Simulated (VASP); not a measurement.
Wanted: the native input for a VASP 6.6.1 run.

```
Task                   : single point
Functional             : PBE
Potentials or basis    : VASP PAW PBE potentials, release 64 (Si, F)
Cutoff                 : 520 eV
k mesh                 : 12 × 12 × 12
Occupations            : fermi-dirac, width 0.05 eV
Spin                   : no spin polarisation
Dipole correction      : no
Further INCAR settings : ALGO = Normal; EDIFF = 1e-06; NBANDS = 12
```

The structure of SiF lies in POSCAR:

```
SiF
1.0
    1.3562151780      0.7830101136      3.9496094355
   -1.3562151780      0.7830101136      3.9496094355
    0.0000000000     -1.5660202273      3.9496094355
Si F
1 1
Direct
    0.5000000000      0.5000000000      0.5000000000
    0.0000000000      0.0000000000      0.0000000000
```

These files were run (other wordings do the same):

INCAR

```
SYSTEM = SiF
ALGO = Normal
EDIFF = 1E-6
ENCUT = 520
GGA = PE
ISIF = 2
ISMEAR = -1
LASPH = .TRUE.
LCHARG = .FALSE.
LREAL = .FALSE.
LWAVE = .FALSE.
NBANDS = 12
NELM = 80
PREC = Accurate
SIGMA = 0.05
```

KPOINTS

```
k-points
0
G
  12 12 12
  0 0 0
```

Potentials or basis: VASP PAW PBE potentials, release 64 (Si, F).

Run with:

```sh
$ cat potpaw_PBE.64/Si/POTCAR potpaw_PBE.64/F/POTCAR > POTCAR
$ mpirun -np 1 vasp_std > vasp.out
```

It gave:

* Pressure: -3.2 GPa

Caveat: an odd number of electrons without spin polarisation forces a metal; a magnetic or distorted state may lie lower.

Run time: 26 s on 1 thread of Intel(R) Xeon(R) 6975P-C (Granite Rapids) (shared host), peak memory 0.19 GiB.
